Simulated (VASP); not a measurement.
# NaSc7 (Fm-3m) in VASP: single point with PBE

Aim: the single point of NaSc7 with PBE.

Everything below comes from runs of VASP 6.6.1. Logs are shortened: lines on timing, memory, paths and dates and some standing lists are left out, and cuts for length are marked.

**1. The cell of the first run**

Symmetry: Fm-3m, No. 225, cubic system. Conventional cell: a = 9.309 Å, b = 9.309 Å, c = 9.309 Å, α = 90.00°, β = 90.00°, γ = 90.00°. Within 4.3 Å of Na (site symmetry m-3m) lie 12 Sc at 3.29 Å. Sc (site symmetry m-3m) has 12 Sc at 3.29 Å within 4.3 Å. Sc (site symmetry mmm) has 2 Na at 3.29 Å and 10 Sc at 3.29 Å within 4.3 Å.

**2. Single point, PBE**

File INCAR:

```
SYSTEM = NaSc7
PREC = Accurate ; ENCUT = 520
EDIFF = 1E-6 ; ISMEAR = 0
SIGMA = 0.1 ; LREAL = .False.
LASPH = .True. ; NELM = 60
ALGO = Fast ; ISIF = 2
LWAVE = .False. ; LCHARG = .False.
GGA = PE ; NBANDS = 52
```

File KPOINTS:

```
regular mesh
0
Gamma
  8 8 8
  0 0 0
```

File POSCAR:

```
NaSc7
1.0
    0.0000000000      4.6545222771      4.6545222771
    4.6545222771      0.0000000000      4.6545222771
    4.6545222771      4.6545222771      0.0000000000
Na Sc
1 7
Direct
    0.0000000000      0.0000000000      0.0000000000
    0.5000000000      0.5000000000      0.5000000000
    0.0000000000      0.5000000000      0.0000000000
    0.5000000000      0.0000000000      0.0000000000
    0.0000000000      0.5000000000      0.5000000000
    0.5000000000      0.0000000000      0.5000000000
    0.0000000000      0.0000000000      0.5000000000
    0.5000000000      0.5000000000      0.0000000000
```

Potentials or basis: VASP PAW PBE potentials, release 64 (Na_pv, Sc_sv).

Launch:

```sh
$ cat potpaw_PBE.64/Na_pv/POTCAR potpaw_PBE.64/Sc_sv/POTCAR > POTCAR
$ mpirun -np 1 vasp_std > vasp.out
```

OUTCAR:

```text
SYSTEM = NaSc7
   PREC = Accurate
   ENCUT = 520
   EDIFF = 1E-6
   ISMEAR = 0
   LREAL = .False.
   LASPH = .True.
   NELM = 60
   ISIF = 2
   GGA = PE

 ion  position               nearest neighbor table
   1  0.000  0.000  0.000-
   2  0.500  0.500  0.500-   5 3.29   6 3.29   8 3.29   3 3.29   4 3.29   8 3.29   4 3.29   6 3.29
                             7 3.29   3 3.29   5 3.29   7 3.29
   3  0.000  0.500  0.000-   5 3.29   8 3.29   2 3.29   5 3.29   7 3.29   4 3.29   7 3.29   2 3.29
                             4 3.29   8 3.29
   4  0.500  0.000  0.000-   6 3.29   8 3.29   2 3.29   6 3.29   7 3.29   2 3.29   3 3.29   8 3.29
                             3 3.29   7 3.29
   5  0.000  0.500  0.500-   2 3.29   3 3.29   7 3.29   3 3.29   8 3.29   6 3.29   7 3.29   2 3.29
                             6 3.29   8 3.29
   6  0.500  0.000  0.500-   2 3.29   4 3.29   7 3.29   4 3.29   8 3.29   2 3.29   5 3.29   8 3.29
                             5 3.29   7 3.29
   7  0.000  0.000  0.500-   5 3.29   6 3.29   3 3.29   4 3.29   2 3.29   3 3.29   5 3.29   2 3.29
                             4 3.29   6 3.29
   8  0.500  0.500  0.000-   2 3.29   3 3.29   4 3.29   2 3.29   5 3.29   6 3.29   4 3.29   6 3.29
                             3 3.29   5 3.29

  LATTYP: Found a face centered cubic cell.
 ALAT       =     9.3090445542

  Lattice vectors:

 A1 = (   0.0000000000,   4.6545222771,   4.6545222771)
 A2 = (   4.6545222771,   0.0000000000,   4.6545222771)
 A3 = (   4.6545222771,   4.6545222771,   0.0000000000)

Analysis of symmetry for initial positions (statically):
=====================================================================
 Subroutine PRICEL returns:
 Original cell was already a primitive cell.

 Routine SETGRP: Setting up the symmetry group for a
 face centered cubic supercell.

 Subroutine GETGRP returns: Found 48 space group operations
 (whereof 48 operations were pure point group operations)
 out of a pool of 48 trial point group operations.

The static configuration has the point symmetry O_h .

Analysis of symmetry for dynamics (positions and initial velocities):
=====================================================================
 Subroutine PRICEL returns:
 Original cell was already a primitive cell.

 Routine SETGRP: Setting up the symmetry group for a
 face centered cubic supercell.

 Subroutine GETGRP returns: Found 48 space group operations
 (whereof 48 operations were pure point group operations)
[... 114 lines left out ...]
   EDIFF  = 0.1E-05   stopping-criterion for ELM
   LREAL  =      F    real-space projection
   EDIFFG = 0.1E-04   stopping-criterion for IOM
   NSW    =      0    number of steps for IOM
   IBRION =     -1    ionic relax: 0-MD 1-quasi-New 2-CG
   NFREE  =      0    steps in history (QN), initial steepest desc. (CG)
   ISIF   =      2    stress and relaxation
   ISYM   =      2    0-nonsym 1-usesym 2-fastsym
   POTIM  = 0.5000    time-step for ionic-motion
   TEBEG  =    0.0;   TEEND  =   0.0 temperature during run
   PSTRESS=    0.0 pullay stress
   NELECT =      84.0000    total number of electrons
   NUPDOWN=      -1.0000    fix difference up-down
   EMIN   =  10.00;   EMAX   =-10.00  energy-range for DOS
   EFERMI =   0.00;   METHOD = LEGACY
   ISMEAR =     0;   SIGMA  =   0.10  broadening in eV -4-tet -1-fermi 0-gaus
   EFERMI_NEDOS =   21; number of points for ismear=-14 and -15
   IALGO  =     68    algorithm
   IMIX   =      4    mixing-type and parameters
     AMIX     =   0.40;   BMIX     =  1.00
     AMIX_MAG =   1.60;   BMIX_MAG =  1.00
  volume/ion in A,a.u.               =      25.21       170.12
  Fermi-wavevector in a.u.,A,eV,Ry     =   1.222596  2.310371 20.337171  1.494740
  Thomas-Fermi vector in A             =   2.357737
   LORBIT       =      0    0 simple, 1 ext, 2 COOP (PROOUT), +10 PAW based schemes
   GGA     = PE    functional components
   LHFCALC =     F    Hartree Fock is set to
   AEXX    =    0.0000 exact exchange contribution
   IVDW    =     0    specifies the selected vdW correction
   LEPSILON=     F    determine dielectric tensor
   LRPA    =     F    only Hartree local field effects (RPA)
 non-spin polarized calculation
 RMM-DIIS sequential band-by-band and
 Gauss-broadening in eV      SIGMA  =   0.10
  energy-cutoff  :      520.00
  volume of cell :      201.68
 maximum number of plane-waves:      5521
 NGX is ok and might be reduce to    50
   NGX = 25   NGY = 25   NGZ = 25

 number of electron      84.0000033 magnetization

 Free energy of the ion-electron system (eV)
  ---------------------------------------------------
  ext. energy  EPLUGINS =         0.00000000
  ---------------------------------------------------
  free energy    TOTEN  =       -43.36518445 eV

  energy without entropy =      -43.29624548  energy(sigma->0) =      -43.33071496

 E-fermi :   3.3398     XC(G=0):  -9.5341

 val. band max:        3.3274608483   @ k =  -0.3750   0.2500   0.0000
 cond. band min:       3.3427678505   @ k =   0.5000   0.3750   0.1250
 fundamental gap:      0.0153070022
 Fermi energy:         3.3397522366

 k-point     1 :       0.0000    0.0000    0.0000
  band No.  band energies     occupation
      1     -46.2973      2.00000
      2     -46.2603      2.00000
      3     -46.2603      2.00000
      4     -46.2603      2.00000
      5     -46.2429      2.00000
      6     -46.2429      2.00000
[... 1309 lines left out ...]
     51       4.2721      0.00000
     52       4.5550      0.00000

 [... further k-points ...]
[... 5 lines left out ...]
  --------------------------------------------------------------------------------------
  -------------------------------------------------------------------------------------
  Total        0.0120015      0.0120015      0.0120015      0.0000000      0.0000000      0.0000000
  in kB        0.0953433      0.0953433      0.0953433      0.0000000      0.0000000      0.0000000
  external PRESSURE =       0.0953433 kB  Pullay stress =       0.0000000 kB

 VOLUME and BASIS-vectors are now :
 -----------------------------------------------------------------------------
  energy-cutoff  :      520.00
  volume of cell :      201.68
      direct lattice vectors                 reciprocal lattice vectors
     0.000000000  4.654522277  4.654522277    -0.107422410  0.107422410  0.107422410
     4.654522277  0.000000000  4.654522277     0.107422410 -0.107422410  0.107422410
     4.654522277  4.654522277  0.000000000     0.107422410  0.107422410 -0.107422410

 POSITION                                       TOTAL-FORCE (eV/Angst)
 -----------------------------------------------------------------------------------
      0.00000      0.00000      0.00000         0.000000     -0.000000      0.000000
      4.65452      4.65452      4.65452         0.000000     -0.000000     -0.000000
      2.32726      0.00000      2.32726         0.000000      0.000000     -0.000000
      0.00000      2.32726      2.32726        -0.000000     -0.000000      0.000000
      4.65452      2.32726      2.32726         0.000000     -0.000000     -0.000000
      2.32726      4.65452      2.32726         0.000000     -0.000000     -0.000000
      2.32726      2.32726      0.00000        -0.000000      0.000000      0.000000
      2.32726      2.32726      4.65452        -0.000000     -0.000000     -0.000000
 -----------------------------------------------------------------------------------
    total drift:                                0.000000      0.000000      0.000000

  FREE ENERGIE OF THE ION-ELECTRON SYSTEM (eV)
  ---------------------------------------------------
  free  energy   TOTEN  =       -43.3651844461 eV

  energy  without entropy=      -43.2962454822  energy(sigma->0) =      -43.33071496
```

Wall time 30 min (1 thread of Intel Xeon 8259CL, shared host); peak memory 0.48 GiB.

What came out:

```
Free energy            : -43.3652 eV
Pressure               : 0.0 GPa
Band gap on the k mesh : zero (bands 42 and 43 overlap by 0.50 eV)
```
